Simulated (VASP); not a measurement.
# Sb (I4/mmm) in VASP: a series of runs

Runs on Sb. Level: PBE. Tasks: single point.

Program: VASP 6.6.1. These are calculated values, not measurements. Logs are shortened: lines on timing, memory, paths and dates and some standing lists are left out, and cuts for length are marked.

### 1 The cell of the first run

Symmetry: I4/mmm, No. 139, tetragonal system. Conventional cell: a = 2.967 Å, b = 2.967 Å, c = 6.125 Å, α = 90.00°, β = 90.00°, γ = 90.00°. Sb (site symmetry 4/mmm) has 12 Sb at 2.97 to 3.71 Å within 3.9 Å.

### 2 Single point, PBE

INCAR reads:

```
SYSTEM = Sb
ALGO = Normal ; EDIFF = 1E-6
ENCUT = 520 ; GGA = PE
ISIF = 2 ; ISMEAR = 0
LASPH = .TRUE. ; LCHARG = .TRUE.
LELF = .TRUE. ; LREAL = .FALSE.
LVHAR = .TRUE. ; LWAVE = .FALSE.
NBANDS = 8 ; NELM = 60
PREC = Accurate ; SIGMA = 0.15
```

KPOINTS reads:

```
k-points
0
G
  24 24 24
  0 0 0
```

POSCAR reads:

```
Sb
1.0
   -1.4835811133      1.4835811133      3.0624381264
    1.4835811133     -1.4835811133      3.0624381264
    1.4835811133      1.4835811133     -3.0624381264
Sb
1
Direct
    0.0000000000      0.0000000000      0.0000000000
```

Potentials or basis: VASP PAW PBE potentials, release 64 (Sb).

Started as:

```sh
> cat potpaw_PBE.64/Sb/POTCAR > POTCAR
> mpirun -np 1 vasp_std > vasp.out
```

OUTCAR:

```text
SYSTEM = Sb
   EDIFF = 1E-6
   ENCUT = 520
   GGA = PE
   ISIF = 2
   ISMEAR = 0
   LASPH = .TRUE.
   LREAL = .FALSE.
   NELM = 60
   PREC = Accurate

 ion  position               nearest neighbor table
   1  0.000  0.000  0.000-

  LATTYP: Found a body centered tetragonal cell.
 ALAT       =     2.9671622266
 C/A-ratio  =     2.0642202162

  Lattice vectors:

 A1 = (  -1.4835811133,   1.4835811133,   3.0624381264)
 A2 = (   1.4835811133,  -1.4835811133,   3.0624381264)
 A3 = (   1.4835811133,   1.4835811133,  -3.0624381264)

Analysis of symmetry for initial positions (statically):
=====================================================================
 Subroutine PRICEL returns:
 Original cell was already a primitive cell.

 Routine SETGRP: Setting up the symmetry group for a
 body centered tetragonal supercell.

 Subroutine GETGRP returns: Found 16 space group operations
 (whereof 16 operations were pure point group operations)
 out of a pool of 16 trial point group operations.

The static configuration has the point symmetry D_4h.

Analysis of symmetry for dynamics (positions and initial velocities):
=====================================================================
 Subroutine PRICEL returns:
 Original cell was already a primitive cell.

 Routine SETGRP: Setting up the symmetry group for a
 body centered tetragonal supercell.

 Subroutine GETGRP returns: Found 16 space group operations
 (whereof 16 operations were pure point group operations)
 out of a pool of 16 trial point group operations.

The dynamic configuration has the point symmetry D_4h.

 Subroutine INISYM returns: Found 16 space group operations
 (whereof 16 operations are pure point group operations),
 and found     1 'primitive' translations

----------------------------------------------------------------------------------------

                                     Primitive cell

  volume of cell :      26.9619

  direct lattice vectors                    reciprocal lattice vectors
    -1.483581113  1.483581113  3.062438126     0.000000000  0.337022355  0.163268605
     1.483581113 -1.483581113  3.062438126     0.337022355  0.000000000  0.163268605
     1.483581113  1.483581113 -3.062438126     0.337022355  0.337022355  0.000000000

  length of vectors
     3.712216739  3.712216739  3.712216739     0.374487256  0.374487256  0.476621585

  position of ions in fractional coordinates (direct lattice)
     0.000000000  0.000000000  0.000000000

  ion indices of the primitive-cell ions
   primitive index   ion index
                 1           1

----------------------------------------------------------------------------------------

 KPOINTS: k-points

Automatic generation of k-mesh.
 Grid dimensions read from file:
 generate k-points for:   24   24   24

 Generating k-lattice:

  Cartesian coordinates                     Fractional coordinates (reciprocal lattice)
     0.000000000  0.014042598  0.006802859     0.041666667  0.000000000 -0.000000000
     0.014042598  0.000000000  0.006802859     0.000000000  0.041666667 -0.000000000
     0.014042598  0.014042598  0.000000000     0.000000000  0.000000000  0.041666667

  Length of vectors
     0.015603636  0.015603636  0.019859233

  Shift w.r.t. Gamma in fractional coordinates (k-lattice)
     0.000000000  0.000000000  0.000000000

 Subroutine IBZKPT returns following result:
 ===========================================

 Found   1063 irreducible k-points:

 Following reciprocal coordinates:
            Coordinates               Weight
  0.000000  0.000000  0.000000      1.000000
  0.041667 -0.000000  0.000000      8.000000
  0.083333 -0.000000  0.000000      8.000000
  0.125000 -0.000000  0.000000      8.000000
  0.166667 -0.000000  0.000000      8.000000
  0.208333 -0.000000  0.000000      8.000000
[... 16 lines left out ...]
  0.416667  0.041667  0.000000     16.000000
  0.458333  0.041667  0.000000     16.000000
 [... further k-points ...]
   k-points           NKPTS =   1063   k-points in BZ     NKDIM =   1063   number of bands    NBANDS=      8
   number of dos      NEDOS =    301   number of ions     NIONS =      1
   total plane-waves  NPLWV =  21952
   dimension x,y,z NGX =    28 NGY =   28 NGZ =   28
   dimension x,y,z NGXF=    56 NGYF=   56 NGZF=   56
   ions per type =               1
   NGX,Y,Z   is equivalent  to a cutoff of  12.54, 12.54, 12.54 a.u.
   NGXF,Y,Z  is equivalent  to a cutoff of  25.08, 25.08, 25.08 a.u.
 SYSTEM =  Sb
   PREC   = accura    normal or accurate (medium, high low for compatibility)
   ISTART =      0    job   : 0-new  1-cont  2-samecut
   ICHARG =      2    charge: 1-file 2-atom 10-const
   ISPIN  =      1    spin polarized calculation?
   LNONCOLLINEAR =      F non collinear calculations
   LSORBIT =      F    spin-orbit coupling
   LASPH  =      T    aspherical Exc in radial PAW
   ENCUT  =  520.0 eV  38.22 Ry    6.18 a.u.   6.90  6.90  6.90*2*pi/ulx,y,z
   NELM   =     60;   NELMIN=  2; NELMDL= -5     # of ELM steps
   EDIFF  = 0.1E-05   stopping-criterion for ELM
   LREAL  =      F    real-space projection
   EDIFFG = 0.1E-04   stopping-criterion for IOM
   NSW    =      0    number of steps for IOM
   IBRION =     -1    ionic relax: 0-MD 1-quasi-New 2-CG
   NFREE  =      0    steps in history (QN), initial steepest desc. (CG)
   ISIF   =      2    stress and relaxation
   ISYM   =      2    0-nonsym 1-usesym 2-fastsym
   POTIM  = 0.5000    time-step for ionic-motion
   TEBEG  =    0.0;   TEEND  =   0.0 temperature during run
   PSTRESS=    0.0 pullay stress
   NELECT =       5.0000    total number of electrons
   NUPDOWN=      -1.0000    fix difference up-down
   EMIN   =  10.00;   EMAX   =-10.00  energy-range for DOS
   EFERMI =   0.00;   METHOD = LEGACY
   ISMEAR =     0;   SIGMA  =   0.15  broadening in eV -4-tet -1-fermi 0-gaus
   EFERMI_NEDOS =   21; number of points for ismear=-14 and -15
   IALGO  =     38    algorithm
   IMIX   =      4    mixing-type and parameters
     AMIX     =   0.40;   BMIX     =  1.00
     AMIX_MAG =   1.60;   BMIX_MAG =  1.00
  volume/ion in A,a.u.               =      26.96       181.95
  Fermi-wavevector in a.u.,A,eV,Ry     =   0.933573  1.764197 11.858269  0.871558
  Thomas-Fermi vector in A             =   2.060288
   LORBIT       =      0    0 simple, 1 ext, 2 COOP (PROOUT), +10 PAW based schemes
   GGA     = PE    functional components
   LHFCALC =     F    Hartree Fock is set to
   AEXX    =    0.0000 exact exchange contribution
   IVDW    =     0    specifies the selected vdW correction
   LEPSILON=     F    determine dielectric tensor
   LRPA    =     F    only Hartree local field effects (RPA)
 non-spin polarized calculation
 Gauss-broadening in eV      SIGMA  =   0.15
  energy-cutoff  :      520.00
  volume of cell :       26.96
 maximum number of plane-waves:       745
   NGX = 13   NGY = 13   NGZ = 13

 number of electron       5.0000000 magnetization

 Free energy of the ion-electron system (eV)
  ---------------------------------------------------
  ext. energy  EPLUGINS =         0.00000000
  ---------------------------------------------------
  free energy    TOTEN  =        -3.76684536 eV

  energy without entropy =       -3.76046619  energy(sigma->0) =       -3.76365577

 E-fermi :   8.4864     XC(G=0): -10.1669

 val. band max:        8.4803716282   @ k =  -0.2500   0.2917   0.1250
 cond. band min:       8.4951099773   @ k =   0.2083   0.1667   0.0833
 fundamental gap:      0.0147383491
 Fermi energy:         8.4864060341

 k-point     1 :       0.0000    0.0000    0.0000
  band No.  band energies     occupation
      1      -4.6072      2.00000
      2      10.7517      0.00000
      3      14.3851      0.00000
      4      14.3851      0.00000
      5      15.4670      0.00000
      6      17.7479      0.00000
      7      20.1427      0.00000
      8      20.1627      0.00000

 k-point     2 :       0.0417   -0.0000    0.0000
  band No.  band energies     occupation
      1      -4.5710      2.00000
      2      10.6834      0.00000
      3      13.9782      0.00000
      4      14.4018      0.00000
      5      15.5705      0.00000
      6      17.9704      0.00000
      7      19.2151      0.00000
      8      20.1775      0.00000

 k-point     3 :       0.0833   -0.0000    0.0000
  band No.  band energies     occupation
      1      -4.4625      2.00000
      2      10.4940      0.00000
      3      13.0348      0.00000
      4      14.4517      0.00000
      5      15.8407      0.00000
      6      18.2289      0.00000
      7      18.3737      0.00000
      8      20.3308      0.00000

 k-point     4 :       0.1250   -0.0000    0.0000
  band No.  band energies     occupation
      1      -4.2819      2.00000
      2      10.2089      0.00000
      3      11.8932      0.00000
      4      14.5343      0.00000
      5      16.1023      0.00000
      6      17.5571      0.00000
      7      18.6267      0.00000
      8      20.6756      0.00000

 k-point     5 :       0.1667   -0.0000    0.0000
  band No.  band energies     occupation
      1      -4.0300      2.00000
      2       9.7881      0.00000
      3      10.7778      0.00000
      4      14.6484      0.00000
      5      15.9022      0.00000
      6      17.5462      0.00000
      7      18.8015      0.00000
      8      21.1607      0.00000
[... 177 lines left out ...]
 k-point    22 :       0.3750    0.0417    0.0000
  band No.  band energies     occupation
      1      -1.6714      2.00000
      2       4.3662      2.00000
      3       8.8334      0.00107
      4      13.6559      0.00000
      5      15.0487      0.00000
      6      19.3582      0.00000
      7      20.7743      0.00000
      8      22.3278      0.00000

 k-point    23 :       0.4167    0.0417    0.0000
  band No.  band energies     occupation
      1      -1.1177      2.00000
      2       3.4754      2.00000
      3       8.7785      0.00588
      4      13.3882      0.00000
      5      15.2446      0.00000
      6      19.4386      0.00000
      7      20.5889      0.00000
      8      22.2953      0.00000

 k-point    24 :       0.4583    0.0417    0.0000
  band No.  band energies     occupation
      1      -0.6686      2.00000
      2       2.8296      2.00000
      3       8.7765      0.00623
      4      13.2096      0.00000
      5      15.3997      0.00000
      6      19.4212      0.00000
      7      20.5928      0.00000
      8      21.9879      0.00000

 [... further k-points ...]

------------------------ aborting loop because EDIFF is reached ----------------------------------------

  FORCE on cell =-STRESS in cart. coord.  units (eV):
  Direction    XX          YY          ZZ          XY          YZ          ZX
  --------------------------------------------------------------------------------------
  -------------------------------------------------------------------------------------
  Total        1.3667878      1.3667878      0.0347064      0.0000000     -0.0000000      0.0000000
  in kB       81.2197754     81.2197754      2.0623866      0.0000000     -0.0000000      0.0000000
  external PRESSURE =      54.8339791 kB  Pullay stress =       0.0000000 kB

 VOLUME and BASIS-vectors are now :
 -----------------------------------------------------------------------------
  energy-cutoff  :      520.00
  volume of cell :       26.96
      direct lattice vectors                 reciprocal lattice vectors
    -1.483581113  1.483581113  3.062438126     0.000000000  0.337022355  0.163268605
     1.483581113 -1.483581113  3.062438126     0.337022355  0.000000000  0.163268605
     1.483581113  1.483581113 -3.062438126     0.337022355  0.337022355  0.000000000

 POSITION                                       TOTAL-FORCE (eV/Angst)
 -----------------------------------------------------------------------------------
      0.00000      0.00000      0.00000        -0.000000      0.000000      0.000000
 -----------------------------------------------------------------------------------
    total drift:                                0.000000     -0.000000     -0.000000

  FREE ENERGIE OF THE ION-ELECTRON SYSTEM (eV)
  ---------------------------------------------------
  free  energy   TOTEN  =        -3.7668453626 eV

  energy  without entropy=       -3.7604661861  energy(sigma->0) =       -3.76365577
```

Wall time 5.6 min (1 thread of Intel Xeon 8259CL, shared host); peak memory 0.35 GiB.

What came out:

```
Free energy            : -3.7668 eV
Pressure               : 5.5 GPa
Band gap on the k mesh : zero (an odd number of electrons rules out a gap without spin polarisation)
```

Caveat: the stress differs along the axes, from 0 to 8 GPa; spin-orbit coupling is left out, which moves the levels of the heavy elements.

### 3 Single point, PBE

This run uses another cell than the first one, of the same volume but with other edges.

INCAR reads:

```
PREC = Accurate ; ENCUT = 520
EDIFF = 1E-6 ; ISMEAR = 0
SIGMA = 0.15 ; LREAL = F
LASPH = T ; NELM = 80
ALGO = Normal ; ISIF = 2
LWAVE = F ; LCHARG = F
GGA = PE ; NBANDS = 8
```

KPOINTS reads:

```
regular mesh
0
Gamma
  24 24 24
```

POSCAR reads:

```
Sb
1.0
   -1.6209729544      1.6209729544      2.5653012759
    1.6209729544     -1.6209729544      2.5653012759
    1.6209729544      1.6209729544     -2.5653012759
Sb
1
Direct
    0.0000000000      0.0000000000      0.0000000000
```

Potentials or basis: VASP PAW PBE potentials, release 64 (Sb).

Started as:

```sh
> cat potpaw_PBE.64/Sb/POTCAR > POTCAR
> mpirun -np 1 vasp_std > vasp.out
```

Wall time 4.7 min (1 thread of Intel Xeon 8259CL, shared host); peak memory 0.35 GiB.

It converged, with:

```yaml
Free_energy: -3.8348 eV
Pressure: 1.2 GPa
Band_gap_on_the_k_mesh: zero (an odd number of electrons rules out a gap without spin polarisation)
```

Stress tensor (GPa, compression positive):
```
0.83 0.00 0.00
0.00 0.83 0.00
0.00 0.00 1.89
```

Levels at points of the mesh, in eV from the Fermi level:
```csv
k point,band 1,band 2,band 3,band 4,band 5,band 6
"(0.00, 0.00, 0.00)",-12.94,5.15,5.33,5.33,9.53,10.30
"(0.50, 0.00, 0.00)",-9.17,-5.81,2.57,4.57,7.07,9.47
"(0.50, 0.50, 0.00)",-7.06,-4.63,-0.48,0.42,3.70,4.37
"(0.50, 0.50, 0.50)",-8.54,-5.42,1.34,1.34,5.20,5.30
```

Caveat: spin-orbit coupling is left out, which moves the levels of the heavy elements.
